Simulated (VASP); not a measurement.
The system is BAs.

```
As B
1.0
     0.00000    2.38850    2.38850
     2.38850    0.00000    2.38850
     2.38850    2.38850    0.00000
As B
1 1
Cartesian
  3.5827 3.5827 3.5827
  0.0000 0.0000 0.0000
```

Base run:

- Program: VASP 6.6.1
- Functional: PBE-based screened hybrid with 25 % exact exchange
- Potentials or basis: VASP PAW PBE potentials, release 64 (As, B)
- Cutoff: 420 eV
- k mesh: 6 × 6 × 6
- Occupations: fermi-dirac, width 0.05 eV
- Spin: no spin polarisation

Its results: band gap on the k mesh 1.78 eV (least direct gap 3.94 eV); pressure -0.2 GPa.

Q: After a change of settings the same cell gave: band gap on the k mesh 1.67 eV (least direct gap 3.94 eV); pressure -0.1 GPa. Which change was it?
A. k mesh from 6 × 6 × 6 to 5 × 5 × 5
B. functional from PBE-based screened hybrid with 25 % exact exchange to HSE06; cutoff from 420 eV to 520 eV; screening parameter from 0.3 1/Å to 0.2079 1/Å
C. functional from PBE-based screened hybrid with 25 % exact exchange to PBE0; cutoff from 420 eV to 520 eV; further incar settings from ALGO = Normal; EDIFF = 1e-06; NBANDS = 11 to ALGO = Normal; EDIFF = 1e-07; NBANDS = 11

A: A.

Caveats: some runs use coarse meshes; the PAW data sets were made with another functional, which shifts forces and pressure a little; an odd mesh through Γ misses points on the zone boundary, where band edges can lie (at least some runs).
